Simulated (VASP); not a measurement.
# AlRu (P4/mmm) in VASP: notebook, part 2 of 2

VASP 6.6.1. Earlier steps stand in the parts before.

## 4. Single point, PBE (strain +0.030 along x and y, -0.015 along z)

File INCAR:

```
  ALGO = Fast
  EDIFF = 1E-6
  ENCUT = 520
  GGA = PE
  ISIF = 2
  ISMEAR = 0
  LASPH = T
  LCHARG = T
  LELF = T
  LREAL = F
  LVHAR = T
  LWAVE = F
  NBANDS = 16
  NELM = 60
  PREC = Accurate
  SIGMA = 0.15
```

File KPOINTS:

```
k-points
0
Gamma
  16 16 16
```

File POSCAR:

```
AlRu
1.0
    3.0813480000      0.0000000000      0.0000000000
    0.0000000000      3.0813480000      0.0000000000
    0.0000000000      0.0000000000      2.9467260000
Al Ru
1 1
Direct
    0.0000000000      0.0000000000      0.0000000000
    0.5000000000      0.5000000000      0.5000000000
```

Potentials or basis: VASP PAW PBE potentials, release 64 (Al, Ru_pv).

Launch:

```bash
$ cat potpaw_PBE.64/Al/POTCAR potpaw_PBE.64/Ru_pv/POTCAR > POTCAR
$ mpirun -np 1 vasp_std > vasp.out
```

OUTCAR:

```text
EDIFF = 1E-6
   ENCUT = 520
   GGA = PE
   ISIF = 2
   ISMEAR = 0
   LASPH = T
   LREAL = F
   NELM = 60
   PREC = Accurate

 ion  position               nearest neighbor table
   1  0.000  0.000  0.000-   2 2.63   2 2.63   2 2.63   2 2.63   2 2.63   2 2.63   2 2.63   2 2.63

   2  0.500  0.500  0.500-   1 2.63   1 2.63   1 2.63   1 2.63   1 2.63   1 2.63   1 2.63   1 2.63

  LATTYP: Found a simple tetragonal cell.
 ALAT       =     3.0813480000
 C/A-ratio  =     0.9563106796

  Lattice vectors:

 A1 = (   3.0813480000,   0.0000000000,   0.0000000000)
 A2 = (   0.0000000000,   3.0813480000,   0.0000000000)
 A3 = (   0.0000000000,   0.0000000000,   2.9467260000)

Analysis of symmetry for initial positions (statically):
=====================================================================
 Subroutine PRICEL returns:
 Original cell was already a primitive cell.

 Routine SETGRP: Setting up the symmetry group for a
 simple tetragonal supercell.

 Subroutine GETGRP returns: Found 16 space group operations
 (whereof 16 operations were pure point group operations)
 out of a pool of 16 trial point group operations.

The static configuration has the point symmetry D_4h.

Analysis of symmetry for dynamics (positions and initial velocities):
=====================================================================
 Subroutine PRICEL returns:
 Original cell was already a primitive cell.

 Routine SETGRP: Setting up the symmetry group for a
 simple tetragonal supercell.

 Subroutine GETGRP returns: Found 16 space group operations
 (whereof 16 operations were pure point group operations)
 out of a pool of 16 trial point group operations.

The dynamic configuration has the point symmetry D_4h.

 Subroutine INISYM returns: Found 16 space group operations
 (whereof 16 operations are pure point group operations),
 and found     1 'primitive' translations

----------------------------------------------------------------------------------------

                                     Primitive cell

  volume of cell :      27.9783

  direct lattice vectors                    reciprocal lattice vectors
     3.081348000  0.000000000  0.000000000     0.324533289  0.000000000  0.000000000
     0.000000000  3.081348000  0.000000000     0.000000000  0.324533289  0.000000000
     0.000000000  0.000000000  2.946726000     0.000000000  0.000000000  0.339359683

  length of vectors
     3.081348000  3.081348000  2.946726000     0.324533289  0.324533289  0.339359683

  position of ions in fractional coordinates (direct lattice)
     0.000000000  0.000000000  0.000000000
     0.500000000  0.500000000  0.500000000

  ion indices of the primitive-cell ions
   primitive index   ion index
                 1           1
                 2           2

----------------------------------------------------------------------------------------

 KPOINTS: k-points

Automatic generation of k-mesh.
 Grid dimensions read from file:
 generate k-points for:   16   16   16

 Generating k-lattice:

  Cartesian coordinates                     Fractional coordinates (reciprocal lattice)
     0.020283331  0.000000000  0.000000000     0.062500000  0.000000000  0.000000000
     0.000000000  0.020283331  0.000000000     0.000000000  0.062500000  0.000000000
     0.000000000  0.000000000  0.021209980     0.000000000  0.000000000  0.062500000

  Length of vectors
     0.020283331  0.020283331  0.021209980

  Shift w.r.t. Gamma in fractional coordinates (k-lattice)
     0.000000000  0.000000000  0.000000000

 Subroutine IBZKPT returns following result:
 ===========================================

 Found    405 irreducible k-points:

 Following reciprocal coordinates:
            Coordinates               Weight
  0.000000  0.000000  0.000000      1.000000
  0.062500  0.000000  0.000000      4.000000
  0.125000  0.000000  0.000000      4.000000
  0.187500  0.000000  0.000000      4.000000
  0.250000  0.000000  0.000000      4.000000
  0.312500  0.000000  0.000000      4.000000
[... 16 lines left out ...]
  0.437500  0.125000  0.000000      8.000000
  0.500000  0.125000  0.000000      4.000000
 [... further k-points ...]
   k-points           NKPTS =    405   k-points in BZ     NKDIM =    405   number of bands    NBANDS=     16
   number of dos      NEDOS =    301   number of ions     NIONS =      2
   total plane-waves  NPLWV =  13824
   dimension x,y,z NGX =    24 NGY =   24 NGZ =   24
   dimension x,y,z NGXF=    48 NGYF=   48 NGZF=   48
   ions per type =               1   1
   NGX,Y,Z   is equivalent  to a cutoff of  12.95, 12.95, 13.54 a.u.
   NGXF,Y,Z  is equivalent  to a cutoff of  25.90, 25.90, 27.08 a.u.
 SYSTEM =  unknown system
   PREC   = accura    normal or accurate (medium, high low for compatibility)
   ISTART =      0    job   : 0-new  1-cont  2-samecut
   ICHARG =      2    charge: 1-file 2-atom 10-const
   ISPIN  =      1    spin polarized calculation?
   LNONCOLLINEAR =      F non collinear calculations
   LSORBIT =      F    spin-orbit coupling
   LASPH  =      T    aspherical Exc in radial PAW
   ENCUT  =  520.0 eV  38.22 Ry    6.18 a.u.   5.73  5.73  5.48*2*pi/ulx,y,z
   NELM   =     60;   NELMIN=  2; NELMDL= -5     # of ELM steps
   EDIFF  = 0.1E-05   stopping-criterion for ELM
   LREAL  =      F    real-space projection
   EDIFFG = 0.1E-04   stopping-criterion for IOM
   NSW    =      0    number of steps for IOM
   IBRION =     -1    ionic relax: 0-MD 1-quasi-New 2-CG
   NFREE  =      0    steps in history (QN), initial steepest desc. (CG)
   ISIF   =      2    stress and relaxation
   ISYM   =      2    0-nonsym 1-usesym 2-fastsym
   POTIM  = 0.5000    time-step for ionic-motion
   TEBEG  =    0.0;   TEEND  =   0.0 temperature during run
   PSTRESS=    0.0 pullay stress
   NELECT =      17.0000    total number of electrons
   NUPDOWN=      -1.0000    fix difference up-down
   EMIN   =  10.00;   EMAX   =-10.00  energy-range for DOS
   EFERMI =   0.00;   METHOD = LEGACY
   ISMEAR =     0;   SIGMA  =   0.15  broadening in eV -4-tet -1-fermi 0-gaus
   EFERMI_NEDOS =   21; number of points for ismear=-14 and -15
   IALGO  =     68    algorithm
   IMIX   =      4    mixing-type and parameters
     AMIX     =   0.40;   BMIX     =  1.00
     AMIX_MAG =   1.60;   BMIX_MAG =  1.00
  volume/ion in A,a.u.               =      13.99        94.40
  Fermi-wavevector in a.u.,A,eV,Ry     =   1.386598  2.620291 26.159314  1.922655
  Thomas-Fermi vector in A             =   2.510899
   LORBIT       =      0    0 simple, 1 ext, 2 COOP (PROOUT), +10 PAW based schemes
   GGA     = PE    functional components
   LHFCALC =     F    Hartree Fock is set to
   AEXX    =    0.0000 exact exchange contribution
   IVDW    =     0    specifies the selected vdW correction
   LEPSILON=     F    determine dielectric tensor
   LRPA    =     F    only Hartree local field effects (RPA)
 non-spin polarized calculation
 RMM-DIIS sequential band-by-band and
 Gauss-broadening in eV      SIGMA  =   0.15
  energy-cutoff  :      520.00
  volume of cell :       27.98
 maximum number of plane-waves:       770
 NGX is ok and might be reduce to    24
   NGX = 11   NGY = 11   NGZ = 11

 number of electron      17.0000003 magnetization

 Free energy of the ion-electron system (eV)
  ---------------------------------------------------
  ext. energy  EPLUGINS =         0.00000000
  ---------------------------------------------------
  free energy    TOTEN  =       -14.23261181 eV

  energy without entropy =      -14.21292152  energy(sigma->0) =      -14.22276667

 E-fermi :  10.1352     XC(G=0): -12.3418

 val. band max:       10.1296840328   @ k =   0.1250   0.0000   0.4375
 cond. band min:      10.1358784219   @ k =   0.2500   0.1250   0.0625
 fundamental gap:      0.0061943891
 Fermi energy:        10.1351633443

 k-point     1 :       0.0000    0.0000    0.0000
  band No.  band energies     occupation
      1     -31.6581      2.00000
      2     -31.6581      2.00000
      3     -31.6089      2.00000
      4       0.6868      2.00000
      5       6.7667      2.00000
      6       6.7719      2.00000
[... 8 lines left out ...]
     15      22.2458      0.00000
     16      24.4810      0.00000
[... 419 lines left out ...]
 k-point    24 :       0.5000    0.1250    0.0000
  band No.  band energies     occupation
      1     -31.8078      2.00000
      2     -31.6668      2.00000
      3     -31.5949      2.00000
      4       4.5015      2.00000
      5       4.7586      2.00000
      6       7.5866      2.00000
[... 8 lines left out ...]
     15      22.4975      0.00000
     16      24.4167      0.00000

 [... further k-points ...]
[... 5 lines left out ...]
  --------------------------------------------------------------------------------------
  -------------------------------------------------------------------------------------
  Total       -1.4331978     -1.4331978     -0.1857474      0.0000000     -0.0000000      0.0000000
  in kB      -82.0720836    -82.0720836    -10.6368279      0.0000000     -0.0000000      0.0000000
  external PRESSURE =     -58.2603317 kB  Pullay stress =       0.0000000 kB

 VOLUME and BASIS-vectors are now :
 -----------------------------------------------------------------------------
  energy-cutoff  :      520.00
  volume of cell :       27.98
      direct lattice vectors                 reciprocal lattice vectors
     3.081348000  0.000000000  0.000000000     0.324533289  0.000000000  0.000000000
     0.000000000  3.081348000  0.000000000     0.000000000  0.324533289  0.000000000
     0.000000000  0.000000000  2.946726000     0.000000000  0.000000000  0.339359683

 POSITION                                       TOTAL-FORCE (eV/Angst)
 -----------------------------------------------------------------------------------
      0.00000      0.00000      0.00000         0.000000      0.000000      0.000000
      1.54067      1.54067      1.47336         0.000000      0.000000      0.000000
 -----------------------------------------------------------------------------------
    total drift:                                0.000000     -0.000000     -0.000000

  FREE ENERGIE OF THE ION-ELECTRON SYSTEM (eV)
  ---------------------------------------------------
  free  energy   TOTEN  =       -14.2326118128 eV

  energy  without entropy=      -14.2129215206  energy(sigma->0) =      -14.22276667
```

stdout:

```text
POSCAR found type information on POSCAR AlRu
 POSCAR found :  2 types and       2 ions
 scaLAPACK will be used
 LDA part: xc-table for (Slater+PW92), standard interpolation
 POSCAR, INCAR and KPOINTS ok, starting setup
 FFT: planning ... GRIDC
 FFT: planning ... GRID_SOFT
 FFT: planning ... GRID
 WAVECAR not read
 entering main loop
```

Wall time 62 s (1 thread of Intel Xeon Platinum 8488C (Sapphire Rapids), shared host); peak memory 0.28 GiB.

Results:

| Property | Result |
| --- | --- |
| Free energy | -14.2326 eV |
| Pressure | -5.8 GPa |

Levels at points of the mesh, in eV from the Fermi level:
| k point | band 7 | band 8 | band 9 | band 10 | band 11 | band 12 |
| --- | --- | --- | --- | --- | --- | --- |
| (0.00, 0.00, 0.00) | -0.04 | 0.24 | 0.24 | 5.40 | 5.40 | 6.76 |
| (0.50, 0.00, 0.00) | -1.70 | -1.19 | 0.45 | 1.87 | 7.42 | 10.38 |
| (0.50, 0.50, 0.00) | -1.52 | -0.84 | -0.84 | 1.23 | 4.60 | 5.58 |
| (0.00, 0.00, 0.50) | -1.72 | -1.72 | 0.26 | 2.59 | 7.42 | 10.42 |
| (0.50, 0.00, 0.50) | -1.31 | -1.16 | -1.12 | 1.47 | 5.25 | 5.84 |
| (0.50, 0.50, 0.50) | 1.34 | 1.64 | 2.29 | 3.93 | 3.93 | 4.19 |

Caveat: the cell differs from its parent crystal (strain +0.030 along x and y, -0.015 along z).

## 5. Single point, PBE (strain +0.030 along x and y, +0.000 along z)

File INCAR:

```
ALGO = Fast
EDIFF = 1E-6
ENCUT = 520
GGA = PE
ISIF = 2
ISMEAR = 0
LASPH = T
LCHARG = F
LREAL = F
LWAVE = F
NBANDS = 16
NELM = 60
PREC = Accurate
SIGMA = 0.15
```

KPOINTS is that of step 4.

Edit POSCAR of step 4 so:

```diff
@@ -4,3 +4,3 @@
     0.0000000000      3.0813480000      0.0000000000
-    0.0000000000      0.0000000000      2.9467260000
+    0.0000000000      0.0000000000      2.9916000000
 Al Ru
```

Launch:

```bash
$ cat potpaw_PBE.64/Al/POTCAR potpaw_PBE.64/Ru_pv/POTCAR > POTCAR
$ mpirun -np 1 vasp_std > vasp.out
```

It took 58 s on 1 thread of Intel Xeon Platinum 8488C (Sapphire Rapids), shared host; peak memory 0.28 GiB.

It converged, with:

* Free energy: -14.2239 eV
* Pressure: -8.5 GPa

Stress tensor (GPa, compression positive):
```
-10.00   0.00   0.00
  0.00 -10.00   0.00
  0.00   0.00  -5.56
```

Levels at points of the mesh, in eV from the Fermi level:
```
           k point  band 7  band 8  band 9  band 10  band 11  band 12
(0.00, 0.00, 0.00)    0.03    0.21    0.21     5.49     5.49     6.37
(0.50, 0.00, 0.00)   -1.60   -1.28    0.41     1.91     7.45    10.45
(0.50, 0.50, 0.00)   -1.44   -0.91   -0.91     1.26     4.66     5.51
(0.00, 0.00, 0.50)   -1.61   -1.61    0.30     2.37     7.44    10.47
(0.50, 0.00, 0.50)   -1.20   -1.18   -1.11     1.42     5.07     5.68
(0.50, 0.50, 0.50)    1.36    1.56    2.20     3.93     3.93     4.10
```

Caveat: the cell differs from its parent crystal (strain +0.030 along x and y, +0.000 along z).

## 6. Overview

| cell | further INCAR settings | gap on the mesh (eV) | pressure (GPa) |
| --- | --- | --- | --- |
| a = 3.081, b = 3.081, c = 2.902 Å, 2 atoms | ALGO = Fast; EDIFF = 1e-07; NBANDS = 16 | none | -2.8 |
| a = 3.036, b = 3.036, c = 2.992 Å, 2 atoms | ALGO = Fast; EDIFF = 1e-07; NBANDS = 16 | none | -3.4 |
| a = 3.081, b = 3.081, c = 2.947 Å, 2 atoms | ALGO = Fast; EDIFF = 1e-06; NBANDS = 16 | none | -5.8 |
| a = 3.081, b = 3.081, c = 2.992 Å, 2 atoms | ALGO = Fast; EDIFF = 1e-06; NBANDS = 16 | none | -8.5 |

Alike in all rows: task single point; level PBE; potentials or basis VASP PAW PBE potentials, release 64 (Al, Ru_pv); no spin polarisation; k mesh 16 × 16 × 16; cutoff (eV) 520; smearing gaussian 0.15 eV.

Absolute energies hang on the potentials; compare differences alone.
